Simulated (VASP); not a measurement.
Runs of VASP 6.6.1 on CuRh2. The structure is that of space group Fm-3m (No. 225), or close to it. The cells are those of the table. 

```csv
task,cell,k mesh,cutoff (eV),gap on the mesh (eV),pressure (GPa),relaxed volume (Å³/atom)
relaxation of cell and atoms,"relaxed from a = 4.020 Å, angles 60.0°, 3 atoms",14 × 14 × 14,600,none,0.0,(b)
single point,"a = 4.020 Å, angles 60.0°, 3 atoms",6 × 6 × 6,520,none,0.5,-
single point,"a = 3.762 Å, angles 60.0°, 3 atoms",6 × 6 × 6,520,none,55.9,-
relaxation of cell and atoms,"relaxed from a = 3.762 Å, angles 60.0°, 3 atoms",6 × 6 × 6,600,none,0.0,(a)
single point,"a = 4.025 Å, angles 60.0°, 3 atoms",14 × 14 × 14,520,none,0.1,-
```

Alike in all rows: level PBE; potentials or basis VASP PAW PBE potentials, release 64 (Cu, Rh_pv); no spin polarisation; smearing gaussian 0.1 eV.

**Question.** Estimate the missing entries.

**Answer.** (a) 15.36; (b) 15.38.

Caveats: the volume moved by over 15 % at a fixed basis, so the end points are rough (some runs).

A k mesh can miss the band edges, and the runs leave out spin-orbit coupling on Rh.

A gap of «none» marks levels without a gap at the run's occupations.
